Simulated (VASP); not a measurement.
# CdAg (P4/mmm) in VASP: notebook

Runs on CdAg. Level: LDA. Tasks: single point.

Program: VASP 6.6.1. These are calculated values, not measurements. Logs are shortened: lines on timing, memory, paths and dates and some standing lists are left out, and cuts for length are marked.

**1. The cell of the first run**

Symmetry: P4/mmm, No. 123, tetragonal system. Conventional cell: a = 3.738 Å, b = 3.738 Å, c = 2.643 Å, α = 90.00°, β = 90.00°, γ = 90.00°. Cd (site symmetry 4/mmm) has 2 Cd at 2.64 Å and 8 Ag at 2.96 Å within 3.5 Å. Within 3.5 Å of Ag (site symmetry 4/mmm) lie 2 Ag at 2.64 Å and 8 Cd at 2.96 Å.

**2. Single point, LDA**

The input, INCAR:

```
SYSTEM = CdAg
ALGO     = Normal         ! electronic algorithm
EDIFF    = 1E-6           ! SCF threshold, eV
ENCUT    = 520            ! plane-wave cutoff, eV
GGA      = CA             ! functional
ISIF     = 2              ! what is computed and relaxed
ISMEAR   = 0              ! smearing method
LASPH    = .True.         ! aspherical terms in the spheres
LCHARG   = .False.        ! write CHGCAR
LREAL    = .False.        ! projectors in reciprocal space
LWAVE    = .False.        ! write WAVECAR
NBANDS   = 18             ! bands
NELM     = 100            ! most SCF steps
PREC     = Accurate       ! precision mode
SIGMA    = 0.15           ! smearing width, eV
```

The input, KPOINTS:

```
k-points
0
Gamma
  16 16 16
  0 0 0
```

The input, POSCAR:

```
CdAg
1.0
    3.7379867899      0.0000000000      0.0000000000
    0.0000000000      3.7379867899      0.0000000000
    0.0000000000      0.0000000000      2.6427566604
Cd Ag
1 1
Direct
    0.5000000000      0.5000000000      0.5000000000
    0.0000000000      0.0000000000      0.0000000000
```

Potentials or basis: VASP PAW LDA potentials, release 64 (Cd, Ag).

Run with:

```sh
cat potpaw_LDA.64/Cd/POTCAR potpaw_LDA.64/Ag/POTCAR > POTCAR
mpirun -np 1 vasp_std > vasp.out
```

OUTCAR:

```text
SYSTEM = CdAg
   EDIFF = 1E-6
   ENCUT = 520
   GGA = CA
   ISIF = 2
   ISMEAR = 0
   LASPH = .True.
   LREAL = .False.
   NELM = 100
   PREC = Accurate

 ion  position               nearest neighbor table
   1  0.500  0.500  0.500-   2 2.96   2 2.96   2 2.96   2 2.96   2 2.96   2 2.96   2 2.96   2 2.96

   2  0.000  0.000  0.000-   1 2.96   1 2.96   1 2.96   1 2.96   1 2.96   1 2.96   1 2.96   1 2.96

  LATTYP: Found a simple tetragonal cell.
 ALAT       =     3.7379867899
 C/A-ratio  =     0.7070000000

  Lattice vectors:

 A1 = (   3.7379867899,   0.0000000000,   0.0000000000)
 A2 = (   0.0000000000,   3.7379867899,   0.0000000000)
 A3 = (   0.0000000000,   0.0000000000,   2.6427566604)

Analysis of symmetry for initial positions (statically):
=====================================================================
 Subroutine PRICEL returns:
 Original cell was already a primitive cell.

 Routine SETGRP: Setting up the symmetry group for a
 simple tetragonal supercell.

 Subroutine GETGRP returns: Found 16 space group operations
 (whereof 16 operations were pure point group operations)
 out of a pool of 16 trial point group operations.

The static configuration has the point symmetry D_4h.

Analysis of symmetry for dynamics (positions and initial velocities):
=====================================================================
 Subroutine PRICEL returns:
 Original cell was already a primitive cell.

 Routine SETGRP: Setting up the symmetry group for a
 simple tetragonal supercell.

 Subroutine GETGRP returns: Found 16 space group operations
 (whereof 16 operations were pure point group operations)
 out of a pool of 16 trial point group operations.

The dynamic configuration has the point symmetry D_4h.

 Subroutine INISYM returns: Found 16 space group operations
 (whereof 16 operations are pure point group operations),
 and found     1 'primitive' translations

----------------------------------------------------------------------------------------

                                     Primitive cell

  volume of cell :      36.9260

  direct lattice vectors                    reciprocal lattice vectors
     3.737986790  0.000000000  0.000000000     0.267523685  0.000000000  0.000000000
     0.000000000  3.737986790  0.000000000     0.000000000  0.267523685  0.000000000
     0.000000000  0.000000000  2.642756660     0.000000000  0.000000000  0.378392765

  length of vectors
     3.737986790  3.737986790  2.642756660     0.267523685  0.267523685  0.378392765

  position of ions in fractional coordinates (direct lattice)
     0.500000000  0.500000000  0.500000000
     0.000000000  0.000000000  0.000000000

  ion indices of the primitive-cell ions
   primitive index   ion index
                 1           1
                 2           2

----------------------------------------------------------------------------------------

 KPOINTS: k-points

Automatic generation of k-mesh.
 Grid dimensions read from file:
 generate k-points for:   16   16   16

 Generating k-lattice:

  Cartesian coordinates                     Fractional coordinates (reciprocal lattice)
     0.016720230  0.000000000  0.000000000     0.062500000  0.000000000  0.000000000
     0.000000000  0.016720230  0.000000000     0.000000000  0.062500000  0.000000000
     0.000000000  0.000000000  0.023649548     0.000000000  0.000000000  0.062500000

  Length of vectors
     0.016720230  0.016720230  0.023649548

  Shift w.r.t. Gamma in fractional coordinates (k-lattice)
     0.000000000  0.000000000  0.000000000

 Subroutine IBZKPT returns following result:
 ===========================================

 Found    405 irreducible k-points:

 Following reciprocal coordinates:
            Coordinates               Weight
  0.000000  0.000000  0.000000      1.000000
  0.062500  0.000000  0.000000      4.000000
  0.125000  0.000000  0.000000      4.000000
  0.187500  0.000000  0.000000      4.000000
  0.250000  0.000000  0.000000      4.000000
  0.312500  0.000000  0.000000      4.000000
[... 16 lines left out ...]
  0.437500  0.125000  0.000000      8.000000
  0.500000  0.125000  0.000000      4.000000
 [... further k-points ...]
   k-points           NKPTS =    405   k-points in BZ     NKDIM =    405   number of bands    NBANDS=     18
   number of dos      NEDOS =    301   number of ions     NIONS =      2
   total plane-waves  NPLWV =  15680
   dimension x,y,z NGX =    28 NGY =   28 NGZ =   20
   dimension x,y,z NGXF=    56 NGYF=   56 NGZF=   40
   ions per type =               1   1
   NGX,Y,Z   is equivalent  to a cutoff of  12.45, 12.45, 12.58 a.u.
   NGXF,Y,Z  is equivalent  to a cutoff of  24.91, 24.91, 25.16 a.u.
 SYSTEM =  CdAg
   PREC   = accura    normal or accurate (medium, high low for compatibility)
   ISTART =      0    job   : 0-new  1-cont  2-samecut
   ICHARG =      2    charge: 1-file 2-atom 10-const
   ISPIN  =      1    spin polarized calculation?
   LNONCOLLINEAR =      F non collinear calculations
   LSORBIT =      F    spin-orbit coupling
   LASPH  =      T    aspherical Exc in radial PAW
   ENCUT  =  520.0 eV  38.22 Ry    6.18 a.u.   6.95  6.95  4.91*2*pi/ulx,y,z
   NELM   =    100;   NELMIN=  2; NELMDL= -5     # of ELM steps
   EDIFF  = 0.1E-05   stopping-criterion for ELM
   LREAL  =      F    real-space projection
   EDIFFG = 0.1E-04   stopping-criterion for IOM
   NSW    =      0    number of steps for IOM
   IBRION =     -1    ionic relax: 0-MD 1-quasi-New 2-CG
   NFREE  =      0    steps in history (QN), initial steepest desc. (CG)
   ISIF   =      2    stress and relaxation
   ISYM   =      2    0-nonsym 1-usesym 2-fastsym
   POTIM  = 0.5000    time-step for ionic-motion
   TEBEG  =    0.0;   TEEND  =   0.0 temperature during run
   PSTRESS=    0.0 pullay stress
   NELECT =      23.0000    total number of electrons
   NUPDOWN=      -1.0000    fix difference up-down
   EMIN   =  10.00;   EMAX   =-10.00  energy-range for DOS
   EFERMI =   0.00;   METHOD = LEGACY
   ISMEAR =     0;   SIGMA  =   0.15  broadening in eV -4-tet -1-fermi 0-gaus
   EFERMI_NEDOS =   21; number of points for ismear=-14 and -15
   IALGO  =     38    algorithm
   IMIX   =      4    mixing-type and parameters
     AMIX     =   0.40;   BMIX     =  1.00
     AMIX_MAG =   1.60;   BMIX_MAG =  1.00
  volume/ion in A,a.u.               =      18.46       124.59
  Fermi-wavevector in a.u.,A,eV,Ry     =   1.398105  2.642036 26.595286  1.954698
  Thomas-Fermi vector in A             =   2.521296
   LORBIT       =      0    0 simple, 1 ext, 2 COOP (PROOUT), +10 PAW based schemes
   GGA     = CA    functional components
   LHFCALC =     F    Hartree Fock is set to
   AEXX    =    0.0000 exact exchange contribution
   IVDW    =     0    specifies the selected vdW correction
   LEPSILON=     F    determine dielectric tensor
   LRPA    =     F    only Hartree local field effects (RPA)
 non-spin polarized calculation
 Gauss-broadening in eV      SIGMA  =   0.15
  energy-cutoff  :      520.00
  volume of cell :       36.93
 maximum number of plane-waves:      1020
 NGX is ok and might be reduce to    28

 number of electron      22.9999995 magnetization

 Free energy of the ion-electron system (eV)
  ---------------------------------------------------
  ext. energy  EPLUGINS =         0.00000000
  ---------------------------------------------------
  free energy    TOTEN  =        -5.11545546 eV

  energy without entropy =       -5.10834141  energy(sigma->0) =       -5.11189843

 E-fermi :   5.5901     XC(G=0): -12.1440

 val. band max:        5.5843305846   @ k =   0.1875   0.0000   0.0625
 cond. band min:       5.5930109973   @ k =   0.3750   0.3125   0.2500
 fundamental gap:      0.0086804127
 Fermi energy:         5.5900771138

 k-point     1 :       0.0000    0.0000    0.0000
  band No.  band energies     occupation
      1      -4.7751      2.00000
      2      -3.7417      2.00000
      3      -3.5033      2.00000
      4      -3.1813      2.00000
      5      -2.7065      2.00000
      6      -2.7065      2.00000
[... 10 lines left out ...]
     17      18.6323      0.00000
     18      18.7727      0.00000

 k-point     2 :       0.0625    0.0000    0.0000
  band No.  band energies     occupation
      1      -4.7727      2.00000
      2      -3.7289      2.00000
      3      -3.5005      2.00000
      4      -3.1337      2.00000
      5      -2.7072      2.00000
      6      -2.7054      2.00000
[... 10 lines left out ...]
     17      18.4320      0.00000
     18      18.8431      0.00000

 k-point     3 :       0.1250    0.0000    0.0000
  band No.  band energies     occupation
      1      -4.7661      2.00000
      2      -3.6931      2.00000
      3      -3.4925      2.00000
      4      -2.9907      2.00000
      5      -2.7093      2.00000
      6      -2.7024      2.00000
[... 10 lines left out ...]
     17      17.9208      0.00000
     18      19.0528      0.00000

 k-point     4 :       0.1875    0.0000    0.0000
  band No.  band energies     occupation
      1      -4.7563      2.00000
      2      -3.6404      2.00000
      3      -3.4802      2.00000
      4      -2.7533      2.00000
      5      -2.7124      2.00000
      6      -2.6978      2.00000
[... 375 lines left out ...]
      4      -2.7290      2.00000
      5      -2.6918      2.00000
      6      -1.4283      2.00000
[... 10 lines left out ...]
     17      20.4149      0.00000
     18      21.3651      0.00000

 k-point    23 :       0.4375    0.1250    0.0000
  band No.  band energies     occupation
      1      -4.7186      2.00000
      2      -3.5006      2.00000
      3      -3.3723      2.00000
      4      -2.7307      2.00000
      5      -2.6912      2.00000
      6      -1.1233      2.00000
[... 10 lines left out ...]
     17      21.8025      0.00000
     18      22.1265      0.00000

 k-point    24 :       0.5000    0.1250    0.0000
  band No.  band energies     occupation
      1      -4.7167      2.00000
      2      -3.4988      2.00000
      3      -3.3602      2.00000
      4      -2.7313      2.00000
      5      -2.6910      2.00000
      6      -1.0302      2.00000
[... 10 lines left out ...]
     17      22.5365      0.00000
     18      22.7317      0.00000

 [... further k-points ...]

------------------------ aborting loop because EDIFF is reached ----------------------------------------

  FORCE on cell =-STRESS in cart. coord.  units (eV):
  Direction    XX          YY          ZZ          XY          YZ          ZX
  --------------------------------------------------------------------------------------
  -------------------------------------------------------------------------------------
  Total       -1.2660381     -1.2660381      3.5188291      0.0000000      0.0000000      0.0000000
  in kB      -54.9319031    -54.9319031    152.6778582      0.0000000      0.0000000      0.0000000
  external PRESSURE =      14.2713507 kB  Pullay stress =       0.0000000 kB

 VOLUME and BASIS-vectors are now :
 -----------------------------------------------------------------------------
  energy-cutoff  :      520.00
  volume of cell :       36.93
      direct lattice vectors                 reciprocal lattice vectors
     3.737986790  0.000000000  0.000000000     0.267523685  0.000000000  0.000000000
     0.000000000  3.737986790  0.000000000     0.000000000  0.267523685  0.000000000
     0.000000000  0.000000000  2.642756660     0.000000000  0.000000000  0.378392765

 POSITION                                       TOTAL-FORCE (eV/Angst)
 -----------------------------------------------------------------------------------
      1.86899      1.86899      1.32138         0.000000      0.000000      0.000000
      0.00000      0.00000      0.00000         0.000000      0.000000      0.000000
 -----------------------------------------------------------------------------------
    total drift:                                0.000000      0.000000      0.000000

  FREE ENERGIE OF THE ION-ELECTRON SYSTEM (eV)
  ---------------------------------------------------
  free  energy   TOTEN  =        -5.1154554615 eV

  energy  without entropy=       -5.1083414069  energy(sigma->0) =       -5.11189843
```

It took 2.6 min on 1 thread of Intel Xeon Platinum 8375C at 2.90GHz (Ice Lake), shared host; peak memory 0.36 GiB.

What came out:

| Quantity | Value |
| --- | --- |
| Free energy | -5.1155 eV |
| Pressure | 1.4 GPa |

Stress tensor (GPa, compression positive):
```
-5.49  0.00  0.00
 0.00 -5.49  0.00
 0.00  0.00 15.27
```

Levels at points of the mesh, in eV from the Fermi level:
```csv
k point,band 9,band 10,band 11,band 12,band 13,band 14,band 15,band 16
"(0.00, 0.00, 0.00)",-4.40,-3.79,-3.79,2.15,2.15,5.91,8.39,13.04
"(0.50, 0.00, 0.00)",-5.23,-3.93,-3.84,-3.76,6.60,7.02,7.98,9.19
"(0.50, 0.50, 0.00)",-3.83,-3.83,-2.44,-2.44,-0.58,-0.19,16.44,16.44
"(0.00, 0.00, 0.50)",-4.86,-4.55,-1.87,-0.41,9.79,9.83,9.98,9.98
"(0.50, 0.00, 0.50)",-4.33,-3.45,-0.76,-0.02,3.00,4.08,9.68,10.40
"(0.50, 0.50, 0.50)",-4.20,-3.42,2.69,3.56,3.69,5.24,5.24,5.55
```

**3. Single point, LDA**

This run uses another cell than the first one, of the same volume but with other edges.

The input, INCAR:

```
ALGO = Normal
EDIFF = 1E-6
ENCUT = 520
GGA = CA
ISIF = 2
ISMEAR = 0
LASPH = T
LCHARG = F
LREAL = F
LWAVE = F
NBANDS = 18
NELM = 100
PREC = Accurate
SIGMA = 0.15
```

The input, KPOINTS:

```
k-points
0
Gamma
  16 16 16
```

The input, POSCAR:

```
CdAg
1.0
    2.9668420813      0.0000000000      0.0000000000
    0.0000000000      2.9668420813      0.0000000000
    0.0000000000      0.0000000000      4.1951147029
Cd Ag
1 1
Direct
    0.5000000000      0.5000000000      0.5000000000
    0.0000000000      0.0000000000      0.0000000000
```

Potentials or basis: VASP PAW LDA potentials, release 64 (Cd, Ag).

Run with:

```sh
cat potpaw_LDA.64/Cd/POTCAR potpaw_LDA.64/Ag/POTCAR > POTCAR
mpirun -np 1 vasp_std > vasp.out
```

It took 2.8 min on 1 thread of Intel Xeon Platinum 8375C at 2.90GHz (Ice Lake), shared host; peak memory 0.37 GiB.

It converged, with:

- Free energy: -5.4160 eV
- Pressure: -5.2 GPa

Stress tensor (GPa, compression positive):
```
-4.84  0.00  0.00
 0.00 -4.84  0.00
 0.00  0.00 -6.05
```

Levels at points of the mesh, in eV from the Fermi level:
```csv
k point,band 9,band 10,band 11,band 12,band 13,band 14,band 15,band 16
"(0.00, 0.00, 0.00)",-4.21,-4.21,-3.90,-0.01,4.00,8.52,8.52,14.05
"(0.50, 0.00, 0.00)",-4.60,-4.30,-3.52,-1.74,6.61,6.73,6.83,7.33
"(0.50, 0.50, 0.00)",-4.28,-3.37,-0.06,-0.06,3.49,4.34,7.98,8.67
"(0.00, 0.00, 0.50)",-4.56,-4.48,-4.48,-3.93,11.64,11.64,12.53,12.53
"(0.50, 0.00, 0.50)",-4.19,-4.06,-2.12,-1.48,0.55,1.51,14.11,14.24
"(0.50, 0.50, 0.50)",-4.32,-3.37,3.26,3.46,3.46,4.10,4.10,5.40
```

**4. Single point, LDA**

This run uses another cell than the first one, of the same volume but with other edges.

The input, INCAR:

```
ALGO = Normal ; EDIFF = 1E-6
ENCUT = 520 ; GGA = CA
ISIF = 2 ; ISMEAR = 0
LASPH = True ; LCHARG = False
LREAL = False ; LWAVE = False
NBANDS = 18 ; NELM = 100
PREC = Accurate ; SIGMA = 0.15
```

KPOINTS is that of step 3.

The input, POSCAR:

```
CdAg
1.0
    3.5153717493      0.0000000000      0.0000000000
    0.0000000000      3.5153717493      0.0000000000
    0.0000000000      0.0000000000      2.9880659869
Cd Ag
1 1
Direct
    0.5000000000      0.5000000000      0.5000000000
    0.0000000000      0.0000000000      0.0000000000
```

Run with:

```sh
cat potpaw_LDA.64/Cd/POTCAR potpaw_LDA.64/Ag/POTCAR > POTCAR
mpirun -np 1 vasp_std > vasp.out
```

Run time: 3.4 min. Hardware: 1 thread of Intel Xeon Platinum 8375C at 2.90GHz (Ice Lake), shared host; peak memory 0.37 GiB.

Results (log left out):

- Free energy: -5.4007 eV
- Pressure: -4.6 GPa

Stress tensor (GPa, compression positive):
```
-5.51  0.00  0.00
 0.00 -5.51  0.00
 0.00  0.00 -2.84
```

Levels at points of the mesh, in eV from the Fermi level:
```
           k point  band 9  band 10  band 11  band 12  band 13  band 14  band 15  band 16
(0.00, 0.00, 0.00)   -4.38    -4.20    -4.20     3.53     3.53     7.94     8.34     9.63
(0.50, 0.00, 0.00)   -5.14    -4.57    -4.31    -3.36     8.46     8.84     9.73    10.86
(0.50, 0.50, 0.00)   -4.26    -4.26    -1.99    -1.99     0.39     0.80    13.85    14.03
(0.00, 0.00, 0.50)   -5.22    -4.62    -3.57    -1.81     9.98     9.98    10.24    10.24
(0.50, 0.00, 0.50)   -4.40    -3.87    -1.27    -0.94     1.93     2.58    10.20    10.93
(0.50, 0.50, 0.50)   -4.21    -3.81     2.51     3.39     3.75     4.51     4.51     4.63
```

[end of part 1 of 2]
